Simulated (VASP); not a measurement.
# Li3BH6 (Immm) in VASP: a series of runs

Runs on Li3BH6. Level: PBE. Tasks: single point, relaxation of cell and atoms.

All numbers are computed with VASP 6.6.1; they aren't measurements. Logs are shortened: lines on timing, memory, paths and dates and some standing lists are left out, and cuts for length are marked.

### Step 1. The cell of the first run

It takes space group Immm (No. 71, orthorhombic). The conventional cell has a = 5.279 Å, b = 5.577 Å, c = 5.581 Å, α = 90.00°, β = 90.00°, γ = 90.00°. Li (site symmetry mmm) has 4 H at 1.95 Å within 2.6 Å. Within 2.4 Å of Li (site symmetry mm2) lie 4 H at 1.77 to 1.85 Å. Within 1.7 Å of B (site symmetry mmm) lie 6 H at 1.27 to 1.57 Å. Within 2.1 Å of H (site symmetry m) lie 1 B at 1.57 Å and 2 Li at 1.77 to 1.95 Å and 2 H at 2.02 Å. H (site symmetry 2mm) has 1 B at 1.27 Å within 1.7 Å.

### Step 2. Single point, PBE

INCAR

```
PREC = Accurate ; ENCUT = 520
EDIFF = 1E-6 ; ISMEAR = 0
SIGMA = 0.02 ; LREAL = F
LASPH = T ; NELM = 100
ALGO = Normal ; ISIF = 2
LWAVE = F ; LCHARG = T
GGA = PE ; LELF = T
LVHAR = T ; NBANDS = 20
```

KPOINTS

```
regular mesh
0
Gamma
  8 8 8
```

POSCAR

```
Li3BH6
1.0
   -2.6395386766      2.7883199040      2.7903939436
    2.6395386766     -2.7883199040      2.7903939436
    2.6395386766      2.7883199040     -2.7903939436
Li B H
3 1 6
Direct
    0.0000000000      0.0000000000      0.0000000000
    0.7236933885      0.2236933885      0.5000000000
    0.2763066115      0.7763066115      0.5000000000
    0.5000000000      0.5000000000      0.0000000000
    0.5166166697      0.7068472595      0.8097694102
    0.8970778494      0.7068472595      0.1902305898
    0.4833833303      0.2931527405      0.1902305898
    0.1029221506      0.2931527405      0.8097694102
    0.5000000000      0.2586991697      0.7586991697
    0.5000000000      0.7413008303      0.2413008303
```

Potentials or basis: VASP PAW PBE potentials, release 64 (Li_sv, B, H).

Run with:

```bash
$ cat potpaw_PBE.64/Li_sv/POTCAR potpaw_PBE.64/B/POTCAR potpaw_PBE.64/H/POTCAR > POTCAR
$ mpirun -np 1 vasp_std > vasp.out
```

OUTCAR:

```text
PREC = Accurate
   ENCUT = 520
   EDIFF = 1E-6
   ISMEAR = 0
   LREAL = F
   LASPH = T
   NELM = 100
   ISIF = 2
   GGA = PE

 ion  position               nearest neighbor table
   1  0.000  0.000  0.000-
   2  0.724  0.224  0.500-   3 2.50
   3  0.276  0.776  0.500-   2 2.50
   4  0.500  0.500  0.000-   9 1.27  10 1.27
   5  0.517  0.707  0.810-
   6  0.897  0.707  0.190-
   7  0.483  0.293  0.190-
   8  0.103  0.293  0.810-
   9  0.500  0.259  0.759-   4 1.27
  10  0.500  0.741  0.241-   4 1.27

  LATTYP: Found a body centered orthorhombic cell.
 ALAT       =     5.2790773532
 B/A-ratio  =     1.0563663752
 C/A-ratio  =     1.0571521336

  Lattice vectors:

 A1 = (  -2.6395386766,   2.7883199040,   2.7903939436)
 A2 = (   2.6395386766,  -2.7883199040,   2.7903939436)
 A3 = (   2.6395386766,   2.7883199040,  -2.7903939436)

Analysis of symmetry for initial positions (statically):
=====================================================================
 Subroutine PRICEL returns:
 Original cell was already a primitive cell.

 Routine SETGRP: Setting up the symmetry group for a
 body centered orthorhombic supercell.

 Subroutine GETGRP returns: Found  8 space group operations
 (whereof  8 operations were pure point group operations)
 out of a pool of  8 trial point group operations.

The static configuration has the point symmetry D_2h.

Analysis of symmetry for dynamics (positions and initial velocities):
=====================================================================
 Subroutine PRICEL returns:
 Original cell was already a primitive cell.

 Routine SETGRP: Setting up the symmetry group for a
 body centered orthorhombic supercell.

 Subroutine GETGRP returns: Found  8 space group operations
 (whereof  8 operations were pure point group operations)
 out of a pool of  8 trial point group operations.

The dynamic configuration has the point symmetry D_2h.

 Subroutine INISYM returns: Found  8 space group operations
 (whereof  8 operations are pure point group operations),
 and found     1 'primitive' translations

----------------------------------------------------------------------------------------

[... 111 lines left out ...]
   NSW    =      0    number of steps for IOM
   IBRION =     -1    ionic relax: 0-MD 1-quasi-New 2-CG
   NFREE  =      0    steps in history (QN), initial steepest desc. (CG)
   ISIF   =      2    stress and relaxation
   ISYM   =      2    0-nonsym 1-usesym 2-fastsym
   POTIM  = 0.5000    time-step for ionic-motion
   TEBEG  =    0.0;   TEEND  =   0.0 temperature during run
   PSTRESS=    0.0 pullay stress
   NELECT =      18.0000    total number of electrons
   NUPDOWN=      -1.0000    fix difference up-down
   EMIN   =  10.00;   EMAX   =-10.00  energy-range for DOS
   EFERMI =   0.00;   METHOD = LEGACY
   ISMEAR =     0;   SIGMA  =   0.02  broadening in eV -4-tet -1-fermi 0-gaus
   EFERMI_NEDOS =   21; number of points for ismear=-14 and -15
   IALGO  =     38    algorithm
   IMIX   =      4    mixing-type and parameters
     AMIX     =   0.40;   BMIX     =  1.00
     AMIX_MAG =   1.60;   BMIX_MAG =  1.00
  volume/ion in A,a.u.               =       8.21        55.44
  Fermi-wavevector in a.u.,A,eV,Ry     =   0.986962  1.865087 13.253344  0.974093
  Thomas-Fermi vector in A             =   2.118381
   LORBIT       =      0    0 simple, 1 ext, 2 COOP (PROOUT), +10 PAW based schemes
   GGA     = PE    functional components
   LHFCALC =     F    Hartree Fock is set to
   AEXX    =    0.0000 exact exchange contribution
   IVDW    =     0    specifies the selected vdW correction
   LEPSILON=     F    determine dielectric tensor
   LRPA    =     F    only Hartree local field effects (RPA)
 non-spin polarized calculation
 Gauss-broadening in eV      SIGMA  =   0.02
  energy-cutoff  :      520.00
  volume of cell :       82.15
 maximum number of plane-waves:      2231
   NGX = 17   NGY = 17   NGZ = 17

 number of electron      18.0000018 magnetization

 Free energy of the ion-electron system (eV)
  ---------------------------------------------------
  ext. energy  EPLUGINS =         0.00000000
  ---------------------------------------------------
  free energy    TOTEN  =       -31.65323742 eV

  energy without entropy =      -31.65323742  energy(sigma->0) =      -31.65323742

 E-fermi :   1.3570     XC(G=0):  -8.0798

 val. band max:        1.1243546402   @ k =   0.5000   0.5000   0.5000
 cond. band min:       1.9914791190   @ k =   0.0000   0.0000   0.0000
 fundamental gap:      0.8671244788
 Fermi energy:         1.3569935728

 k-point     1 :       0.0000    0.0000    0.0000
  band No.  band energies     occupation
      1     -45.4571      2.00000
      2     -45.0696      2.00000
      3     -45.0402      2.00000
      4      -9.1501      2.00000
      5      -4.4389      2.00000
      6      -3.3005      2.00000
[... 541 lines left out ...]
     19      10.6282      0.00000
     20      11.7565      0.00000

 [... further k-points ...]

------------------------ aborting loop because EDIFF is reached ----------------------------------------

  FORCE on cell =-STRESS in cart. coord.  units (eV):
  Direction    XX          YY          ZZ          XY          YZ          ZX
  --------------------------------------------------------------------------------------
  -------------------------------------------------------------------------------------
  Total       -0.1046352     -0.0837467     -0.1096760      0.0000000      0.0000000      0.0000000
  in kB       -2.0407618     -1.6333603     -2.1390744      0.0000000      0.0000000      0.0000000
  external PRESSURE =      -1.9377322 kB  Pullay stress =       0.0000000 kB

 VOLUME and BASIS-vectors are now :
 -----------------------------------------------------------------------------
  energy-cutoff  :      520.00
  volume of cell :       82.15
      direct lattice vectors                 reciprocal lattice vectors
    -2.639538677  2.788319904  2.790393944     0.000000000  0.179319453  0.179186169
     2.639538677 -2.788319904  2.790393944     0.189427041  0.000000000  0.179186169
     2.639538677  2.788319904 -2.790393944     0.189427041  0.179319453  0.000000000

 POSITION                                       TOTAL-FORCE (eV/Angst)
 -----------------------------------------------------------------------------------
      0.00000      0.00000      0.00000        -0.000000      0.000000     -0.000000
      0.00000      2.78832      1.24839        -0.000000     -0.000000      0.006904
      2.63954     -0.00000      1.54201        -0.000000      0.000000     -0.006904
      0.00000      0.00000      2.79039        -0.000000      0.000000     -0.000000
      2.63954      1.72747      1.15437        -0.000000     -0.000690     -0.005818
     -0.00000      1.06085      3.94476        -0.000000      0.000690     -0.005818
     -0.00000      1.06085      1.63602        -0.000000      0.000690      0.005818
      2.63954      1.72747     -1.15437        -0.000000     -0.000690      0.005818
      1.36569      2.78832      0.00000        -0.018912      0.000000     -0.000000
      1.27385     -0.00000      2.79039         0.018912     -0.000000      0.000000
 -----------------------------------------------------------------------------------
    total drift:                                0.000000      0.000000      0.000000

  FREE ENERGIE OF THE ION-ELECTRON SYSTEM (eV)
  ---------------------------------------------------
  free  energy   TOTEN  =       -31.6532374152 eV

  energy  without entropy=      -31.6532374152  energy(sigma->0) =      -31.65323742
```

OSZICAR:

```text
N       E                     dE             d eps       ncg     rms          rms(c)
DAV:   1     0.544155068636E+02    0.54416E+02   -0.68235E+03  3800   0.858E+02
DAV:   2    -0.230800254106E+02   -0.77496E+02   -0.73242E+02  4636   0.196E+02
DAV:   3    -0.333042200351E+02   -0.10224E+02   -0.10134E+02  7068   0.446E+01
DAV:   4    -0.335386739792E+02   -0.23445E+00   -0.23390E+00  4876   0.928E+00
DAV:   5    -0.335467503597E+02   -0.80764E-02   -0.80753E-02  5732   0.135E+00    0.756E+00
DAV:   6    -0.320752779619E+02    0.14715E+01   -0.64189E-01  4440   0.355E+00    0.407E+00
DAV:   7    -0.316228853613E+02    0.45239E+00   -0.97503E-01  5208   0.408E+00    0.711E-01
DAV:   8    -0.316452983030E+02   -0.22413E-01   -0.16072E-01  5272   0.177E+00    0.405E-01
DAV:   9    -0.316521507588E+02   -0.68525E-02   -0.98375E-03  4824   0.512E-01    0.169E-01
DAV:  10    -0.316531356953E+02   -0.98494E-03   -0.23086E-03  4392   0.231E-01    0.382E-02
DAV:  11    -0.316532038830E+02   -0.68188E-04   -0.11844E-04  5488   0.725E-02    0.212E-02
DAV:  12    -0.316532389115E+02   -0.35028E-04   -0.46503E-05  4396   0.369E-02    0.929E-03
DAV:  13    -0.316532371118E+02    0.17997E-05   -0.55062E-06  5080   0.123E-02    0.213E-03
DAV:  14    -0.316532374152E+02   -0.30337E-06   -0.48834E-07  3676   0.432E-03
   1 F= -.31653237E+02 E0= -.31653237E+02  d E =-.382115E-63
```

It took 79 s on 1 thread of AMD EPYC 9R45 (Zen 5), shared host; peak memory 0.25 GiB.

Results:

```
Free energy            : -31.6532 eV
Largest force          : 0.019 eV/Å
Band gap on the k mesh : 0.87 eV, indirect (least direct gap 1.15 eV)
```

Forces in eV/Å, atoms in the order of the input:
```
Li   0.000  0.000  0.000
Li   0.000  0.000  0.007
Li   0.000  0.000 -0.007
B    0.000  0.000  0.000
H    0.000 -0.001 -0.006
H    0.000  0.001 -0.006
H    0.000  0.001  0.006
H    0.000 -0.001  0.006
H   -0.019  0.000  0.000
H    0.019  0.000  0.000
```

Levels at points of the mesh, in eV from the valence-band top:
```csv
k point,band 7,band 8,band 9,band 10,band 11,band 12
"(0.00, 0.00, 0.00)",-3.76,-1.83,-1.13,0.87,2.49,3.99
"(0.50, 0.00, 0.00)",-3.96,-2.05,-1.13,2.29,3.42,3.98
"(0.00, 0.50, 0.00)",-4.39,-2.13,-0.90,1.91,3.42,4.40
"(0.50, 0.50, 0.00)",-4.44,-1.30,-0.98,2.38,2.48,3.60
"(0.50, 0.50, 0.50)",-5.45,-2.45,0.00,1.15,3.41,4.00
```

Caveat: the cutoff is under 1.25 times the usual one of these potentials, so pressure, stress and relaxed cells hold a basis-set (Pulay) error. A k mesh can miss the band edges.

### Step 3. Relaxation of cell and atoms, PBE

This run uses another cell than the first one, of 8.27 Å³/atom, 1.006 times its volume.

INCAR

```
ALGO     = Normal         # electronic algorithm
EDIFF    = 1E-6           # SCF threshold, eV
EDIFFG   = -0.01          # ionic threshold
ENCUT    = 600            # plane-wave cutoff, eV
GGA      = PE             # functional
IBRION   = 2              # ionic algorithm
ISIF     = 3              # what is computed and relaxed
ISMEAR   = 0              # smearing method
LASPH    = True           # aspherical terms in the spheres
LCHARG   = False          # write CHGCAR
LREAL    = False          # projectors in reciprocal space
LWAVE    = False          # write WAVECAR
NELM     = 100            # most SCF steps
NSW      = 100            # ionic steps
PREC     = Accurate       # precision mode
SIGMA    = 0.02           # smearing width, eV
```

KPOINTS

```
k-points
0
Gamma
  8 8 8
```

POSCAR

```
Li3BH6
1.0
   -2.6515109860      2.7871538778      2.7962915815
    2.6515109860     -2.7871538778      2.7962915815
    2.6515109860      2.7871538778     -2.7962915815
Li B H
3 1 6
Direct
    0.0000000000      0.0000000000      0.0000000000
    0.7243083407      0.2243083407      0.5000000000
    0.2756916593      0.7756916593      0.5000000000
    0.5000000000      0.5000000000      0.0000000000
    0.5163639417      0.7068405353      0.8095234064
    0.8973171290      0.7068405353      0.1904765936
    0.4836360583      0.2931594647      0.1904765936
    0.1026828710      0.2931594647      0.8095234064
    0.5000000000      0.2595838404      0.7595838404
    0.5000000000      0.7404161596      0.2404161596
```

Potentials or basis: VASP PAW PBE potentials, release 64 (Li_sv, B, H).

Run with:

```bash
$ cat potpaw_PBE.64/Li_sv/POTCAR potpaw_PBE.64/B/POTCAR potpaw_PBE.64/H/POTCAR > POTCAR
$ mpirun -np 1 vasp_std > vasp.out
```

It took 5.3 min on 1 thread of AMD EPYC 9R45 (Zen 5), shared host; peak memory 0.29 GiB.

The run converged. Its results:

```
Free energy                            : -31.6571 eV
Relaxed volume                         : 8.17 Å³/atom
Relaxed cell                           : a = 4.737 Å, b = 4.737 Å, c = 4.737 Å, α = 112.47°, β = 107.96°, γ = 108.03°
Space group after relaxing (to 0.05 Å) : Immm (No. 71)
Energy gained by relaxing              : 0.1 meV/atom
Ionic steps                            : 7
Pressure after relaxing                : 0.0 GPa
Largest force after relaxing           : 0.004 eV/Å
Band gap on the k mesh                 : 0.86 eV, indirect (least direct gap 1.13 eV)
```

Forces in eV/Å, atoms in the order of the input:
```
Li   0.000  0.000  0.000
Li   0.000  0.000 -0.002
Li   0.000  0.000  0.002
B    0.000  0.000  0.000
H    0.000  0.002 -0.002
H    0.000 -0.002 -0.002
H    0.000 -0.002  0.002
H    0.000  0.002  0.002
H    0.004  0.000  0.000
H   -0.004  0.000  0.000
```

Stress tensor (GPa, compression positive):
```
-0.08  0.00  0.00
 0.00 -0.01  0.00
 0.00  0.00  0.03
```

The path:
| step | energy change (eV) | largest force (eV/Å) | pressure (GPa) | volume (Å³) |
| --- | --- | --- | --- | --- |
| 1 | 0.0000 | 0.0176 | -0.32 | 82.66 |
| 2 | -0.0005 | 0.0243 | -0.21 | 82.46 |
| 3 | -0.0008 | 0.0670 | 0.02 | 82.07 |
| 4 | -0.0012 | 0.0435 | 0.01 | 81.93 |
| 5 | -0.0014 | 0.0150 | 0.01 | 81.68 |
| 6 | -0.0014 | 0.0109 | 0.01 | 81.68 |
| 7 | -0.0015 | 0.0044 | -0.02 | 81.68 |

Final structure:
```xyz
10
Lattice="-2.6332 2.7859 2.7836 2.6332 -2.7859 2.7836 2.6332 2.7859 -2.7836" Properties=species:S:1:pos:R:3 pbc="T T T"
Li    0.0000    0.0000    0.0000
Li    0.0000    2.7859    1.2478
Li    2.6332    0.0000    1.5358
B     0.0000    0.0000    2.7836
H     2.6332    1.7257    1.1497
H     0.0000    1.0603    3.9333
H     0.0000    1.0603    1.6339
H     2.6332    1.7257   -1.1497
H     1.3569    2.7859    0.0000
H     1.2763    0.0000    2.7836
```

Levels at points of the mesh, in eV from the valence-band top:
```tsv
k point	band 5	band 6	band 7	band 8	band 9	band 10	band 11	band 12	band 13	band 14
(0.00, 0.00, 0.00)	-5.56	-4.44	-3.80	-1.84	-1.14	0.86	2.50	3.99	4.75	5.19
(0.50, 0.00, 0.00)	-5.84	-5.77	-3.99	-2.07	-1.13	2.27	3.42	4.00	4.27	6.06
(0.00, 0.50, 0.00)	-6.59	-4.81	-4.43	-2.14	-0.90	1.90	3.45	4.41	5.30	6.01
(0.50, 0.50, 0.00)	-6.51	-5.17	-4.47	-1.29	-0.99	2.38	2.47	3.61	5.88	5.97
(0.50, 0.50, 0.50)	-6.06	-5.65	-5.49	-2.47	0.00	1.13	3.42	4.00	5.97	6.07
```

Caveat: the cutoff is under 1.25 times the usual one of these potentials, so pressure, stress and relaxed cells hold a basis-set (Pulay) error. As with any semilocal functional, this PBE gap is likely too small.

(Part 1 of 2 ends here.)
